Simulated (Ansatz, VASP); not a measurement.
One calculation of Ti2B2Os, two programs

```
CELL_PARAMETERS angstrom
4.50194 0.00000 0.00000
-2.25097 3.89879 0.00000
0.00000 0.00000 4.11000
ATOMIC_POSITIONS crystal
Ti 0.66667 0.33333 0.00000
Ti 0.66667 0.33333 0.50000
B 0.00000 0.00000 0.25838
B 0.00000 0.00000 0.74162
Os 0.33333 0.66667 0.00000
```

Alike in both runs: task single point; functional PBE; k mesh 6 × 6 × 4; occupations gaussian, width 0.1 eV; no spin polarisation.

|  | VASP | Ansatz |
| --- | --- | --- |
| version | VASP 6.6.1 | Ansatz 0.2.0 |
| potentials or method | VASP PAW PBE potentials, release 64 (Ti_sv, B, Os), cutoff 520 eV | scalar-relativistic, plane waves, PAW |
| valence electrons in the cell | 38 | 46 |

VASP gave:

```
gap on the k mesh at the Fermi level (eV)                     : none
pressure (GPa)                                                : -15.3
traceless stress, the component that is largest in VASP (GPa) : 36.49
rms of the force components (eV/Å)                            : 0.022
```

Problem. Which values does Ansatz return?

Solution. gap on the k mesh at the Fermi level (eV): none; pressure (GPa): -15.7; traceless stress, the component that is largest in VASP (GPa): 35.37; rms of the force components (eV/Å): 0.024.

Atom by atom the forces differ by 0.001 eV/Å (rms over components). A gap of «none» marks a metal or a gap that the smearing closes. VASP's potentials hold 38 valence electrons a cell and Ansatz's 46, so a difference there can come from the potentials and not from the codes.

The k mesh is coarse, so the values compare programs but aren't converged. Neither program's run includes spin-orbit coupling.
